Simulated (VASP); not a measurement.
# ZnCd2Te3 (P6/mmm) in VASP: notebook

ZnCd2Te3 is run at these levels: PBE; tasks: single point, relaxation of cell and atoms.

Program: VASP 6.6.1. These are calculated values, not measurements. Logs are shortened: lines on timing, memory, paths and dates and some standing lists are left out, and cuts for length are marked.

## (1) The cell of the first run

Symmetry: P6/mmm, No. 191, hexagonal system. The conventional cell has a = 5.446 Å, b = 5.446 Å, c = 6.639 Å, α = 90.00°, β = 90.00°, γ = 120.00°. Zn (site symmetry 6/mmm) has 6 Cd at 3.14 Å and 2 Te at 3.32 Å within 4.1 Å. Within 4.1 Å of Cd (site symmetry -6m2) lie 3 Cd at 3.14 Å and 3 Zn at 3.14 Å and 2 Te at 3.32 Å. Within 4.1 Å of Te (site symmetry 6/mmm) lie 6 Te at 3.14 Å and 2 Zn at 3.32 Å. Te (site symmetry -6m2) has 6 Te at 3.14 Å and 2 Cd at 3.32 Å within 4.1 Å.

## (2) Single point, PBE

INCAR reads:

```
PREC = Accurate
ENCUT = 520
EDIFF = 1E-7
ISMEAR = 0
SIGMA = 0.1
LREAL = False
LASPH = True
NELM = 60
ALGO = Normal
ISIF = 2
LWAVE = False
LCHARG = False
GGA = PE
NBANDS = 36
```

KPOINTS reads:

```
Automatic mesh
0
Gamma
  6 6 2
```

POSCAR reads:

```
ZnCd2Te3
1.0
    5.4456180853      0.0000000035      0.0000000000
   -2.7228090457      4.7160435994      0.0000000000
    0.0000000000      0.0000000000      6.6385564486
Zn Cd Te
1 2 3
Direct
    0.0000000000      0.0000000000      0.5000000000
    0.3333333333      0.6666666667      0.5000000000
    0.6666666667      0.3333333333      0.5000000000
    0.0000000000      0.0000000000      0.0000000000
    0.3333333333      0.6666666667      0.0000000000
    0.6666666667      0.3333333333      0.0000000000
```

Potentials or basis: VASP PAW PBE potentials, release 64 (Zn, Cd, Te).

Run with:

```
$ cat potpaw_PBE.64/Zn/POTCAR potpaw_PBE.64/Cd/POTCAR potpaw_PBE.64/Te/POTCAR > POTCAR
$ mpirun -np 1 vasp_std > vasp.out
```

OUTCAR:

```text
PREC = Accurate
   ENCUT = 520
   EDIFF = 1E-7
   ISMEAR = 0
   LREAL = False
   LASPH = True
   NELM = 60
   ISIF = 2
   GGA = PE

 ion  position               nearest neighbor table
   1  0.000  0.000  0.500-   2 3.14   3 3.14   2 3.14   3 3.14   3 3.14   2 3.14   4 3.32   4 3.32

   2  0.333  0.667  0.500-   3 3.14   3 3.14   1 3.14   1 3.14   1 3.14   3 3.14   5 3.32   5 3.32

   3  0.667  0.333  0.500-   2 3.14   2 3.14   1 3.14   1 3.14   1 3.14   2 3.14   6 3.32   6 3.32

   4  0.000  0.000  0.000-   5 3.14   6 3.14   5 3.14   6 3.14   6 3.14   5 3.14   1 3.32   1 3.32

   5  0.333  0.667  0.000-   6 3.14   6 3.14   4 3.14   4 3.14   4 3.14   6 3.14   2 3.32   2 3.32

   6  0.667  0.333  0.000-   5 3.14   5 3.14   4 3.14   4 3.14   4 3.14   5 3.14   3 3.32   3 3.32

  LATTYP: Found a hexagonal cell.
 ALAT       =     5.4456180853
 C/A-ratio  =     1.2190639051

  Lattice vectors:

 A1 = (   5.4456180853,   0.0000000035,   0.0000000000)
 A2 = (  -2.7228090457,   4.7160435994,   0.0000000000)
 A3 = (   0.0000000000,   0.0000000000,   6.6385564486)

Analysis of symmetry for initial positions (statically):
=====================================================================
 Subroutine PRICEL returns:
 Original cell was already a primitive cell.

 Routine SETGRP: Setting up the symmetry group for a
 hexagonal supercell.

 Subroutine GETGRP returns: Found 24 space group operations
 (whereof 24 operations were pure point group operations)
 out of a pool of 24 trial point group operations.

The static configuration has the point symmetry D_6h.

Analysis of symmetry for dynamics (positions and initial velocities):
=====================================================================
 Subroutine PRICEL returns:
 Original cell was already a primitive cell.

 Routine SETGRP: Setting up the symmetry group for a
 hexagonal supercell.

 Subroutine GETGRP returns: Found 24 space group operations
 (whereof 24 operations were pure point group operations)
 out of a pool of 24 trial point group operations.

The dynamic configuration has the point symmetry D_6h.

 Subroutine INISYM returns: Found 24 space group operations
 (whereof 24 operations are pure point group operations),
 and found     1 'primitive' translations

----------------------------------------------------------------------------------------

                                     Primitive cell

[... 88 lines left out ...]
   LREAL  =      F    real-space projection
   EDIFFG = 0.1E-05   stopping-criterion for IOM
   NSW    =      0    number of steps for IOM
   IBRION =     -1    ionic relax: 0-MD 1-quasi-New 2-CG
   NFREE  =      0    steps in history (QN), initial steepest desc. (CG)
   ISIF   =      2    stress and relaxation
   ISYM   =      2    0-nonsym 1-usesym 2-fastsym
   POTIM  = 0.5000    time-step for ionic-motion
   TEBEG  =    0.0;   TEEND  =   0.0 temperature during run
   PSTRESS=    0.0 pullay stress
   NELECT =      54.0000    total number of electrons
   NUPDOWN=      -1.0000    fix difference up-down
   EMIN   =  10.00;   EMAX   =-10.00  energy-range for DOS
   EFERMI =   0.00;   METHOD = LEGACY
   ISMEAR =     0;   SIGMA  =   0.10  broadening in eV -4-tet -1-fermi 0-gaus
   EFERMI_NEDOS =   21; number of points for ismear=-14 and -15
   IALGO  =     38    algorithm
   IMIX   =      4    mixing-type and parameters
     AMIX     =   0.40;   BMIX     =  1.00
     AMIX_MAG =   1.60;   BMIX_MAG =  1.00
  volume/ion in A,a.u.               =      28.41       191.75
  Fermi-wavevector in a.u.,A,eV,Ry     =   1.115937  2.108816 16.943559  1.245316
  Thomas-Fermi vector in A             =   2.252547
   LORBIT       =      0    0 simple, 1 ext, 2 COOP (PROOUT), +10 PAW based schemes
   GGA     = PE    functional components
   LHFCALC =     F    Hartree Fock is set to
   AEXX    =    0.0000 exact exchange contribution
   IVDW    =     0    specifies the selected vdW correction
   LEPSILON=     F    determine dielectric tensor
   LRPA    =     F    only Hartree local field effects (RPA)
 non-spin polarized calculation
 Gauss-broadening in eV      SIGMA  =   0.10
  energy-cutoff  :      520.00
  volume of cell :      170.49
 maximum number of plane-waves:      4620
 NGX is ok and might be reduce to    42
   NGX = 21   NGY = 21   NGZ = 25

 number of electron      54.0000021 magnetization

 Free energy of the ion-electron system (eV)
  ---------------------------------------------------
  ext. energy  EPLUGINS =         0.00000000
  ---------------------------------------------------
  free energy    TOTEN  =       -10.92571330 eV

  energy without entropy =      -10.89928785  energy(sigma->0) =      -10.91250057

 E-fermi :   4.4613     XC(G=0):  -9.5952

 val. band max:        4.3913352698   @ k =   0.3333   0.1667   0.5000
 cond. band min:       4.4757885339   @ k =   0.3333  -0.0000   0.5000
 fundamental gap:      0.0844532642
 Fermi energy:         4.4612707392

 k-point     1 :       0.0000    0.0000    0.0000
  band No.  band energies     occupation
      1      -9.5491      2.00000
      2      -5.5088      2.00000
      3      -5.4175      2.00000
      4      -4.2515      2.00000
      5      -4.1081      2.00000
      6      -4.1081      2.00000
[... 535 lines left out ...]
     35       8.2228      0.00000
     36       8.2228      0.00000

------------------------ aborting loop because EDIFF is reached ----------------------------------------

  FORCE on cell =-STRESS in cart. coord.  units (eV):
  Direction    XX          YY          ZZ          XY          YZ          ZX
  --------------------------------------------------------------------------------------
  -------------------------------------------------------------------------------------
  Total        0.2329777      0.2329777     -0.1747942     -0.0000000      0.0000000     -0.0000000
  in kB        2.1894063      2.1894063     -1.6426271     -0.0000000      0.0000000     -0.0000000
  external PRESSURE =       0.9120618 kB  Pullay stress =       0.0000000 kB

 VOLUME and BASIS-vectors are now :
 -----------------------------------------------------------------------------
  energy-cutoff  :      520.00
  volume of cell :      170.49
      direct lattice vectors                 reciprocal lattice vectors
     5.445618085  0.000000003  0.000000000     0.183633884  0.106021073  0.000000000
    -2.722809046  4.716043599  0.000000000    -0.000000000  0.212042145  0.000000000
     0.000000000  0.000000000  6.638556449     0.000000000  0.000000000  0.150635158

 POSITION                                       TOTAL-FORCE (eV/Angst)
 -----------------------------------------------------------------------------------
      0.00000      0.00000      3.31928         0.000000     -0.000000      0.000000
     -0.00000      3.14403      3.31928         0.000000     -0.000000      0.000000
      2.72281      1.57201      3.31928        -0.000000      0.000000      0.000000
      0.00000      0.00000      0.00000         0.000000     -0.000000      0.000000
     -0.00000      3.14403      0.00000         0.000000     -0.000000      0.000000
      2.72281      1.57201      0.00000        -0.000000     -0.000000      0.000000
 -----------------------------------------------------------------------------------
    total drift:                                0.000000      0.000000     -0.000000

  FREE ENERGIE OF THE ION-ELECTRON SYSTEM (eV)
  ---------------------------------------------------
  free  energy   TOTEN  =       -10.9257132955 eV

  energy  without entropy=      -10.8992878526  energy(sigma->0) =      -10.91250057
```

Wall time 38 s (1 thread of Intel Xeon 6975P-C (Granite Rapids), shared host); peak memory 0.33 GiB.

Results:

```yaml
Free_energy: -10.9257 eV
Pressure: 0.1 GPa
Band_gap_on_the_k_mesh: zero (band 27 reaches 5.13 eV, above the bottom of band 28 at 3.21 eV)
```

Stress tensor (GPa, compression positive):
```
 0.22  0.00  0.00
 0.00  0.22  0.00
 0.00  0.00 -0.16
```

Levels at points of the mesh, in eV from the Fermi level:
| k point | band 24 | band 25 | band 26 | band 27 | band 28 | band 29 | band 30 | band 31 |
| --- | --- | --- | --- | --- | --- | --- | --- | --- |
| (0.00, 0.00, 0.00) | -4.59 | -1.23 | -1.14 | 0.67 | 1.50 | 2.17 | 2.17 | 2.18 |
| (0.50, 0.00, 0.00) | -2.06 | -2.04 | -1.81 | -0.10 | -0.10 | 0.18 | 0.20 | 0.90 |
| (0.00, 0.00, 0.50) | -2.29 | -1.64 | -1.50 | 0.30 | 1.62 | 1.62 | 1.66 | 1.66 |
| (0.50, 0.00, 0.50) | -2.03 | -0.99 | -0.81 | -0.56 | 0.21 | 0.22 | 0.93 | 1.81 |

Caveat: the k points lie up to 0.47 Å⁻¹ apart; spin-orbit coupling is left out, which moves the levels of the heavy elements.

## (3) Relaxation of cell and atoms, PBE

INCAR reads:

```
SYSTEM = ZnCd2Te3
  PREC = Accurate
  ENCUT = 600
  EDIFF = 1E-6
  ISMEAR = 0
  SIGMA = 0.1
  LREAL = .FALSE.
  LASPH = .TRUE.
  NELM = 100
  ALGO = Normal
  ISIF = 3
  LWAVE = .FALSE.
  LCHARG = .FALSE.
  GGA = PE
  IBRION = 2
  NSW = 90
  EDIFFG = -0.04
```

KPOINTS reads:

```
regular mesh
0
G
  6 6 4
  0 0 0
```

POSCAR: that of step 2 with these lines changed.

```diff
@@ -2,4 +2,4 @@
 1.0
-    5.4456180853      0.0000000035      0.0000000000
-   -2.7228090457      4.7160435994      0.0000000000
+    5.4456180853      0.0000000000      0.0000000000
+   -2.7228090427      4.7160436012      0.0000000000
     0.0000000000      0.0000000000      6.6385564486
```

Potentials or basis: VASP PAW PBE potentials, release 64 (Zn, Cd, Te).

Run with:

```
$ cat potpaw_PBE.64/Zn/POTCAR potpaw_PBE.64/Cd/POTCAR potpaw_PBE.64/Te/POTCAR > POTCAR
$ mpirun -np 1 vasp_std > vasp.out
```

It took 3 min on 1 thread of Intel Xeon 6975P-C (Granite Rapids), shared host; peak memory 0.44 GiB.

It converged, with:

```yaml
Free_energy: -11.1150 eV
Relaxed_volume: 27.70 Å³/atom
Relaxed_cell: a = 5.432 Å, b = 5.432 Å, c = 6.505 Å, α = 90.00°, β = 90.00°, γ = 120.00°
Space_group_after_relaxing_to_0.05_Å: P6/mmm (No. 191)
Energy_gained_by_relaxing: 2.3 meV/atom
Ionic_steps: 4
Pressure_after_relaxing: 0.0 GPa
Band_gap_on_the_k_mesh: zero (band 27 reaches 6.26 eV, above the bottom of band 28 at 3.46 eV)
```

Step by step:
```tsv
step	energy change (eV)	largest force (eV/Å)	pressure (GPa)	volume (Å³)
1	0.0000	0.0000	-0.62	170.49
2	-0.0100	0.0000	-0.17	167.80
3	-0.0120	0.0000	0.16	166.08
4	-0.0136	0.0000	0.04	166.22
```

Final structure:
```
Zn Cd Te
1.0
     5.43204    0.00000    0.00000
    -2.71602    4.70428    0.00000
     0.00000    0.00000    6.50471
Zn Cd Te
1 2 3
Cartesian
  2.7160 4.7043 3.2524
  0.0000 3.1362 3.2524
  2.7160 1.5681 3.2524
  2.7160 4.7043 0.0000
  0.0000 3.1362 0.0000
  2.7160 1.5681 0.0000
```

Levels at points of the mesh, in eV from the Fermi level:
| k point | band 24 | band 25 | band 26 | band 27 | band 28 | band 29 | band 30 | band 31 |
| --- | --- | --- | --- | --- | --- | --- | --- | --- |
| (0.00, 0.00, 0.00) | -4.64 | -1.30 | -1.21 | 0.77 | 1.61 | 2.25 | 2.25 | 2.26 |
| (0.50, 0.00, 0.00) | -2.07 | -2.05 | -1.88 | -0.04 | 0.00 | 0.17 | 0.19 | 0.91 |
| (0.00, 0.00, 0.50) | -2.08 | -1.71 | -1.56 | 0.42 | 1.62 | 1.62 | 1.66 | 1.66 |
| (0.50, 0.00, 0.50) | -2.04 | -0.79 | -0.59 | -0.56 | 0.21 | 0.22 | 0.94 | 2.08 |

Caveat: spin-orbit coupling is left out, which moves the levels of the heavy elements.

## (4) Relaxation of cell and atoms, PBE

This run uses another cell than the first one, of 27.82 Å³/atom, 0.979 times its volume.

INCAR reads:

```
PREC = Accurate ; ENCUT = 600
EDIFF = 1E-7 ; ISMEAR = 0
SIGMA = 0.1 ; LREAL = F
LASPH = T ; NELM = 60
ALGO = Normal ; ISIF = 3
LWAVE = F ; LCHARG = F
GGA = PE ; IBRION = 2
NSW = 90 ; EDIFFG = -0.04
```

KPOINTS reads:

```
regular mesh
0
Gamma
  6 6 2
```

POSCAR reads:

```
ZnCd2Te3
1.0
    4.4698589900      0.0000000000      0.0000000000
   -2.2349295000      3.8710114400      0.0000000000
    0.0000000000      0.0000000000      9.6483004100
Zn Cd Te
1 2 3
Direct
    0.0000000000      0.0000000000      0.5000000000
    0.3333333300      0.6666666700      0.5000000000
    0.6666666700      0.3333333300      0.5000000000
    0.0000000000      0.0000000000      0.0000000000
    0.3333333300      0.6666666700      0.0000000000
    0.6666666700      0.3333333300      0.0000000000
```

Run with:

```
$ cat potpaw_PBE.64/Zn/POTCAR potpaw_PBE.64/Cd/POTCAR potpaw_PBE.64/Te/POTCAR > POTCAR
$ mpirun -np 1 vasp_std > vasp.out
```

Wall time 11 min (1 thread of Intel Xeon 6975P-C (Granite Rapids), shared host); peak memory 0.4 GiB.

The run converged. Its results:

- Free energy: -10.9141 eV
- Relaxed volume: 28.40 Å³/atom
- Relaxed cell: a = 5.457 Å, b = 5.457 Å, c = 6.606 Å, α = 90.00°, β = 90.00°, γ = 120.00°
- Space group after relaxing (to 0.05 Å): P6/mmm (No. 191)
- Energy gained by relaxing: 1779.1 meV/atom
- Ionic steps: 14
- Pressure after relaxing: -0.1 GPa
- Band gap on the k mesh: zero (band 27 reaches 5.12 eV, above the bottom of band 28 at 3.22 eV)

Stress tensor (GPa, compression positive):
```
-0.04  0.00  0.00
 0.00 -0.04  0.00
 0.00  0.00 -0.13
```

The path:
```tsv
step	energy change (eV)	largest force (eV/Å)	pressure (GPa)	volume (Å³)
1	0.0000	0.0000	40.48	166.94
2	-5.8584	0.0000	-3.59	378.95
3	-9.4183	0.0000	-1.15	250.82
4	-9.4294	0.0000	-0.94	248.67
5	-9.4391	0.0000	-0.52	244.30
6	-9.4381	0.0000	-0.35	242.61
7	-9.4750	0.0000	-0.40	238.88
8	-9.6120	0.0000	-0.53	227.68
9	-10.0138	0.0000	-0.76	205.22
10	-10.5548	0.0000	2.19	160.02
11	-10.6111	0.0000	-0.53	177.26
12	-10.6682	0.0000	0.58	168.32
13	-10.6372	0.0000	-1.19	175.74
14	-10.6744	0.0000	-0.07	170.38
```

Final structure:
```yaml
crystal:
  lattice:
    - [5.45742, 0.00000, 0.00000]
    - [-2.72871, 4.72627, 0.00000]
    - [0.00000, 0.00000, 6.60552]
  atoms:
    - { symbol: Zn, position: [0.00000, 0.00000, 0.50000] }
    - { symbol: Cd, position: [0.33333, 0.66667, 0.50000] }
    - { symbol: Cd, position: [0.66667, 0.33333, 0.50000] }
    - { symbol: Te, position: [0.00000, 0.00000, 0.00000] }
    - { symbol: Te, position: [0.33333, 0.66667, 0.00000] }
    - { symbol: Te, position: [0.66667, 0.33333, 0.00000] }
```

Levels at points of the mesh, in eV from the Fermi level:
| k point | band 25 | band 26 | band 27 | band 28 | band 29 | band 30 |
| --- | --- | --- | --- | --- | --- | --- |
| (0.00, 0.00, 0.00) | -1.28 | -1.18 | 0.65 | 1.47 | 2.17 | 2.17 |
| (0.50, 0.00, 0.00) | -2.06 | -1.84 | -0.12 | -0.09 | 0.17 | 0.19 |
| (0.00, 0.00, 0.50) | -1.68 | -1.54 | 0.34 | 1.59 | 1.59 | 1.64 |
| (0.50, 0.00, 0.50) | -0.94 | -0.75 | -0.56 | 0.20 | 0.21 | 0.90 |

Caveat: spin-orbit coupling is left out, which moves the levels of the heavy elements.

## (5) The runs side by side

| task | cell | k mesh | cutoff (eV) | gap on the mesh (eV) | pressure (GPa) | relaxed volume (Å³/atom) |
| --- | --- | --- | --- | --- | --- | --- |
| single point | a = 5.446, b = 5.446, c = 6.639 Å, angles 90.0, 90.0, 120.0°, 6 atoms | 6 × 6 × 2 | 520 | none | 0.1 | - |
| relaxation of cell and atoms | relaxed from a = 5.446, b = 5.446, c = 6.639 Å, angles 90.0, 90.0, 120.0°, 6 atoms | 6 × 6 × 4 | 600 | none | 0.0 | 27.70 |
| relaxation of cell and atoms | relaxed from a = 4.470, b = 4.470, c = 9.648 Å, angles 90.0, 90.0, 120.0°, 6 atoms | 6 × 6 × 2 | 600 | none | -0.1 | 28.40 |

Alike in all rows: level PBE; potentials or basis VASP PAW PBE potentials, release 64 (Zn, Cd, Te); no spin polarisation; smearing gaussian 0.1 eV.

Caveats: some runs use coarse meshes; spin-orbit coupling is left out, which moves the levels of the heavy elements.

Total energies depend on the potentials used, so only differences within one code and one set of settings carry meaning.
